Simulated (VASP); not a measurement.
# AlN (P6_3mc) in VASP: a series of runs, part 2 of 2

VASP 6.6.1. The steps go on from the part before.

## (4) Relaxation of the atoms, PBE

This run uses another cell than the first one, of 10.18 Å³/atom.

The input, INCAR:

```
PREC = Accurate
ENCUT = 520
EDIFF = 1E-6
ISMEAR = 0
SIGMA = 0.05
LREAL = False
LASPH = True
NELM = 60
ALGO = Normal
ISIF = 2
LWAVE = False
LCHARG = False
GGA = PE
IBRION = 2
NSW = 50
EDIFFG = -0.01
```

The input, KPOINTS:

```
regular mesh
0
Gamma
  9 9 6
```

The input, POSCAR:

```
AlN
1.0
    3.1925000000      0.0000000000      0.0000000000
   -1.5962500000      2.7647861016      0.0000000000
    0.0000000000      0.0000000000      4.6156000000
Al N
2 2
Direct
    0.3333333333      0.6666666667      0.0017290859
    0.6666666667      0.3333333333      0.5017290859
    0.3333333333      0.6666666667      0.3832709141
    0.6666666667      0.3333333333      0.8832709141
```

Run with:

```sh
$ cat potpaw_PBE.64/Al/POTCAR potpaw_PBE.64/N/POTCAR > POTCAR
$ mpirun -np 1 vasp_std > vasp.out
```

Run time: 32 s. Hardware: 1 thread of Intel Xeon Platinum 8488C (Sapphire Rapids), shared host; peak memory 0.16 GiB.

It converged, with:

```
Free energy               : -29.5549 eV
Energy gained by relaxing : 55.9 meV/atom
Ionic steps               : 5
Pressure after relaxing   : 6.1 GPa
Band gap on the k mesh    : 3.74 eV
```

Stress tensor (GPa, compression positive):
```
 0.45  0.00  0.00
 0.00  0.45  0.00
 0.00  0.00 17.40
```

The path:
```
step  energy change (eV)  largest force (eV/Å)  pressure (GPa)
   1              0.0000                2.0567           11.11
   2             -0.1764                0.5746            4.85
   3             -0.2234                0.0125            6.14
   4             -0.2234                0.0144            6.07
   5             -0.2234                0.0009            6.10
```

Final structure:
```xyz
4
Lattice="3.1925 0.0000 0.0000 -1.5962 2.7648 0.0000 0.0000 0.0000 4.6156" Properties=species:S:1:pos:R:3 pbc="T T T"
Al    0.0000    1.8432    4.5612
Al    1.5962    0.9216    2.2534
N     0.0000    1.8432    1.8314
N     1.5962    0.9216    4.1392
```

Levels at points of the mesh, in eV from the valence-band top:
| k point | band 5 | band 6 | band 7 | band 8 | band 9 | band 10 | band 11 | band 12 |
| --- | --- | --- | --- | --- | --- | --- | --- | --- |
| (0.00, 0.00, 0.00) | -2.06 | -1.06 | -1.06 | 0.00 | 3.74 | 5.40 | 9.71 | 9.71 |
| (0.00, 0.00, 0.50) | -1.58 | -1.58 | -1.58 | -1.58 | 5.82 | 5.82 | 10.02 | 10.02 |

A hybrid or GW would open this gap; PBE tends to underestimate it.

## (5) Relaxation of the atoms, PBE

This run uses another cell than the first one, of 10.22 Å³/atom.

The input, INCAR:

```
SYSTEM = AlN
PREC = Accurate
ENCUT = 520
EDIFF = 1E-6
ISMEAR = 0
SIGMA = 0.05
LREAL = .FALSE.
LASPH = .TRUE.
NELM = 80
ALGO = Normal
ISIF = 2
LWAVE = .FALSE.
LCHARG = .FALSE.
GGA = PE
IBRION = 2
NSW = 50
EDIFFG = -0.01
```

The input, KPOINTS:

```
regular mesh
0
G
  9 9 6
  0 0 0
```

The input, POSCAR:

```
AlN
1.0
    3.1298889828      0.0000000000      0.0000000000
   -1.5649444914      2.7105633702      0.0000000000
    0.0000000000      0.0000000000      4.8163000000
Al N
2 2
Direct
    0.3333333333      0.6666666667      0.0017290859
    0.6666666667      0.3333333333      0.5017290859
    0.3333333333      0.6666666667      0.3832709141
    0.6666666667      0.3333333333      0.8832709141
```

Potentials or basis: VASP PAW PBE potentials, release 64 (Al, N).

Run with:

```sh
$ cat potpaw_PBE.64/Al/POTCAR potpaw_PBE.64/N/POTCAR > POTCAR
$ mpirun -np 1 vasp_std > vasp.out
```

OUTCAR:

```text
SYSTEM = AlN
   PREC = Accurate
   ENCUT = 520
   EDIFF = 1E-6
   ISMEAR = 0
   LREAL = .FALSE.
   LASPH = .TRUE.
   NELM = 80
   ISIF = 2
   GGA = PE
   IBRION = 2
   NSW = 50
   EDIFFG = -0.01

 ion  position               nearest neighbor table
   1  0.333  0.667  0.002-   3 1.84   4 1.89   4 1.89   4 1.89   2 3.01   2 3.01   2 3.01   2 3.01
                             2 3.01   2 3.01
   2  0.667  0.333  0.502-   4 1.84   3 1.89   3 1.89   3 1.89   1 3.01   1 3.01   1 3.01   1 3.01
                             1 3.01   1 3.01
   3  0.333  0.667  0.383-   1 1.84   2 1.89   2 1.89   2 1.89
   4  0.667  0.333  0.883-   2 1.84   1 1.89   1 1.89   1 1.89

  LATTYP: Found a hexagonal cell.
 ALAT       =     3.1298889828
 C/A-ratio  =     1.5388085732

  Lattice vectors:

 A1 = (   3.1298889828,   0.0000000000,   0.0000000000)
 A2 = (  -1.5649444914,   2.7105633702,   0.0000000000)
 A3 = (   0.0000000000,   0.0000000000,   4.8163000000)

Analysis of symmetry for initial positions (statically):
=====================================================================
 Subroutine PRICEL returns:
 Original cell was already a primitive cell.

 Routine SETGRP: Setting up the symmetry group for a
 hexagonal supercell.

 Subroutine GETGRP returns: Found 12 space group operations
 (whereof  6 operations were pure point group operations)
 out of a pool of 24 trial point group operations.

The static configuration has the point symmetry C_3v.
 The point group associated with its full space group is C_6v.

Analysis of symmetry for dynamics (positions and initial velocities):
=====================================================================
 Subroutine PRICEL returns:
 Original cell was already a primitive cell.

 Routine SETGRP: Setting up the symmetry group for a
 hexagonal supercell.

[... 149 lines left out ...]
--------------------------------------- Ionic step        1  -------------------------------------------

 number of electron      15.9999999 magnetization

 Free energy of the ion-electron system (eV)
  ---------------------------------------------------
  ext. energy  EPLUGINS =         0.00000000
  ---------------------------------------------------
  free energy    TOTEN  =       -29.67869070 eV

  energy without entropy =      -29.67869070  energy(sigma->0) =      -29.67869070

------------------------ aborting loop because EDIFF is reached ----------------------------------------

  FORCE on cell =-STRESS in cart. coord.  units (eV):
  Direction    XX          YY          ZZ          XY          YZ          ZX
  --------------------------------------------------------------------------------------
  -------------------------------------------------------------------------------------
  Total        0.6626355      0.6626355      5.1429855      0.0000000     -0.0000000      0.0000000
  in kB       25.9826389     25.9826389    201.6618983      0.0000000     -0.0000000      0.0000000
  external PRESSURE =      84.5423920 kB  Pullay stress =       0.0000000 kB
[... 63 lines left out ...]
--------------------------------------- Ionic step        3  -------------------------------------------

 number of electron      15.9999998 magnetization

 Free energy of the ion-electron system (eV)
  ---------------------------------------------------
  ext. energy  EPLUGINS =         0.00000000
  ---------------------------------------------------
  free energy    TOTEN  =       -29.70650351 eV

  energy without entropy =      -29.70650351  energy(sigma->0) =      -29.70650351

 E-fermi :   6.8685     XC(G=0): -11.0065

 val. band max:        6.6387293560   @ k =   0.0000   0.0000   0.0000
 cond. band min:      10.7901650430   @ k =   0.0000   0.0000   0.0000
 fundamental gap:      4.1514356871
 Fermi energy:         6.8685325699

 k-point     1 :       0.0000    0.0000    0.0000
  band No.  band energies     occupation
      1      -8.9546      2.00000
      2      -6.5626      2.00000
      3       0.4287      2.00000
      4       5.2852      2.00000
      5       5.2852      2.00000
      6       6.0622      2.00000
      7       6.0622      2.00000
      8       6.6387      2.00000
      9      10.7902      0.00000
     10      12.8825      0.00000
     11      17.2956      0.00000
     12      17.2956      0.00000
[... 331 lines left out ...]
 k-point    24 :       0.3333    0.3333    0.1667
  band No.  band energies     occupation
      1      -6.4019      2.00000
      2      -6.4019      2.00000
      3       1.5068      2.00000
      4       2.1235      2.00000
      5       2.1235      2.00000
      6       3.7347      2.00000
      7       4.5754      2.00000
      8       4.5754      2.00000
      9      12.1232      0.00000
     10      14.6836      0.00000
     11      15.6885      0.00000
     12      15.6885      0.00000

 [... further k-points ...]

------------------------ aborting loop because EDIFF is reached ----------------------------------------

  FORCE on cell =-STRESS in cart. coord.  units (eV):
  Direction    XX          YY          ZZ          XY          YZ          ZX
  --------------------------------------------------------------------------------------
  -------------------------------------------------------------------------------------
  Total        1.1744830      1.1744830      3.5036141      0.0000000      0.0000000      0.0000000
  in kB       46.0527200     46.0527200    137.3804125      0.0000000      0.0000000      0.0000000
  external PRESSURE =      76.4952842 kB  Pullay stress =       0.0000000 kB
[... 19 lines left out ...]
  FREE ENERGIE OF THE ION-ELECTRON SYSTEM (eV)
  ---------------------------------------------------
  free  energy   TOTEN  =       -29.7065035147 eV

  energy  without entropy=      -29.7065035147  energy(sigma->0) =      -29.70650351

 reached required accuracy - stopping structural energy minimisation
```

OSZICAR:

```text
N       E                     dE             d eps       ncg     rms          rms(c)
DAV:   1     0.539957785843E+02    0.53996E+02   -0.77679E+03  1152   0.120E+03
DAV:   2    -0.306490503894E+02   -0.84645E+02   -0.78407E+02  1708   0.230E+02
[... 20 lines left out ...]
       N       E                     dE             d eps       ncg     rms          rms(c)
DAV:   1    -0.297061510898E+02   -0.39237E-02   -0.76912E-01  1160   0.806E+00    0.143E-01
DAV:   2    -0.297068133946E+02   -0.66230E-03   -0.11190E-02  1336   0.925E-01    0.927E-02
DAV:   3    -0.297065201243E+02    0.29327E-03   -0.33462E-04  1356   0.214E-01    0.359E-02
DAV:   4    -0.297065031625E+02    0.16962E-04   -0.28398E-04  1380   0.147E-01    0.158E-02
DAV:   5    -0.297065032687E+02   -0.10623E-06   -0.20159E-05  1220   0.433E-02    0.105E-02
DAV:   6    -0.297065035147E+02   -0.24593E-06   -0.87995E-07   636   0.912E-03
   3 F= -.29706504E+02 E0= -.29706504E+02  d E =-.278128E-01
```

It took 22 s on 1 thread of Intel Xeon Platinum 8488C (Sapphire Rapids), shared host; peak memory 0.16 GiB.

What came out:

```yaml
Free_energy: -29.7065 eV
Energy_gained_by_relaxing: 7.0 meV/atom
Ionic_steps: 3
Pressure_after_relaxing: 7.6 GPa
Band_gap_on_the_k_mesh: 4.15 eV
```

Stress tensor (GPa, compression positive):
```
 4.61  0.00  0.00
 0.00  4.61  0.00
 0.00  0.00 13.74
```

The path:
```
step  energy change (eV)  largest force (eV/Å)  pressure (GPa)
   1              0.0000                0.6543            8.45
   2             -0.0235                0.2275            7.45
   3             -0.0278                0.0018            7.65
```

Final structure:
```
Al N
1.0
     3.12989    0.00000    0.00000
    -1.56494    2.71056    0.00000
     0.00000    0.00000    4.81630
Al N
2 2
Direct
  0.33333 0.66667 0.99712
  0.66667 0.33333 0.49712
  0.33333 0.66667 0.38788
  0.66667 0.33333 0.88788
```

Levels at points of the mesh, in eV from the valence-band top:
```tsv
k point	band 5	band 6	band 7	band 8	band 9	band 10	band 11	band 12
(0.00, 0.00, 0.00)	-1.35	-0.58	-0.58	0.00	4.15	6.24	10.66	10.66
(0.00, 0.00, 0.50)	-0.98	-0.98	-0.98	-0.98	6.29	6.29	10.41	10.41
```

Caveat: an odd mesh through Γ misses points on the zone boundary, where band edges can lie.

## (6) The runs side by side

| cell | gap on the mesh (eV) | pressure (GPa) |
| --- | --- | --- |
| atoms relaxed from a = 3.067, b = 3.067, c = 4.816 Å, angles 90.0, 90.0, 120.0°, 4 atoms | 4.63 | 17.9 |
| atoms relaxed from a = 3.130, b = 3.130, c = 4.616 Å, angles 90.0, 90.0, 120.0°, 4 atoms | 4.19 | 16.3 |
| atoms relaxed from a = 3.192, b = 3.193, c = 4.616 Å, angles 90.0, 90.0, 120.0°, 4 atoms | 3.74 | 6.1 |
| atoms relaxed from a = 3.130, b = 3.130, c = 4.816 Å, angles 90.0, 90.0, 120.0°, 4 atoms | 4.15 | 7.6 |

Alike in all rows: task relaxation of the atoms; level PBE; potentials or basis VASP PAW PBE potentials, release 64 (Al, N); no spin polarisation; k mesh 9 × 9 × 6; cutoff (eV) 520; smearing gaussian 0.05 eV.

Caveats: an odd mesh through Γ misses points on the zone boundary, where band edges can lie (at least some runs).

Absolute energies hang on the potentials; compare differences alone.
